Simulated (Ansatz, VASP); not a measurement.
# SiC in VASP and in Ansatz

```
CELL_PARAMETERS angstrom
6.19387 0.00000 0.00000
0.00000 8.75946 0.00000
0.00000 0.00000 26.44257
ATOMIC_POSITIONS crystal
Si 0.25000 0.75000 0.30254
Si 0.25000 0.25000 0.30254
Si 0.75000 0.75000 0.30254
Si 0.75000 0.25000 0.30254
Si 0.50000 0.50000 0.36110
Si 0.50000 0.00000 0.36110
Si 0.00000 0.50000 0.36110
Si 0.00000 0.00000 0.36110
Si 0.75009 0.24821 0.42044
Si 0.75094 0.74447 0.41871
Si 0.24993 0.24822 0.42046
Si 0.24907 0.74446 0.41871
Si 0.00006 0.00193 0.47931
Si 0.99998 0.49479 0.48064
Si 0.50003 0.99702 0.47778
Si 0.50000 0.49552 0.47989
Si 0.24911 0.72763 0.52587
Si 0.25418 0.23843 0.53838
Si 0.75087 0.72763 0.52587
Si 0.74582 0.23837 0.53831
C 0.50000 0.12500 0.30254
C 0.50000 0.62500 0.30254
C 0.00000 0.12500 0.30254
C 0.00000 0.62500 0.30254
C 0.75000 0.87500 0.36110
C 0.75000 0.37500 0.36110
C 0.25000 0.87500 0.36110
C 0.25000 0.37500 0.36110
C 0.00000 0.62076 0.41981
C 0.00002 0.12492 0.41926
C 0.50000 0.62203 0.41965
C 0.50001 0.12481 0.41896
C 0.25053 0.37359 0.47936
C 0.24855 0.87748 0.47674
C 0.74945 0.37352 0.47934
C 0.75151 0.87752 0.47675
C 0.50001 0.12673 0.53033
C 0.49999 0.63254 0.53370
C 0.00004 0.13226 0.53321
C 0.99998 0.63127 0.53473
```

Alike in both runs: task single point; functional PBE; k mesh 3 × 2 × 1; occupations gaussian, width 0.05 eV; no spin polarisation.

```csv
,VASP,Ansatz
version,VASP 6.6.1,Ansatz 0.2.0
potentials or method,"VASP PAW PBE potentials, release 64 (Si, C), cutoff 520 eV","scalar-relativistic, plane waves, PAW"
valence electrons in the cell,160,160
```

|  | VASP | Ansatz | Ansatz less VASP |
| --- | --- | --- | --- |
| gap on the k mesh at the Fermi level (eV) | 0.04 | 0.04 | -0.002 |
| least direct gap on the mesh (eV) | 0.05 | 0.04 | -0.006 |
| rms of the force components (eV/Å) | 0.856 | 0.859 | +0.0036 |

The functional is the same, so the differences come from potentials, cutoffs and numerics.
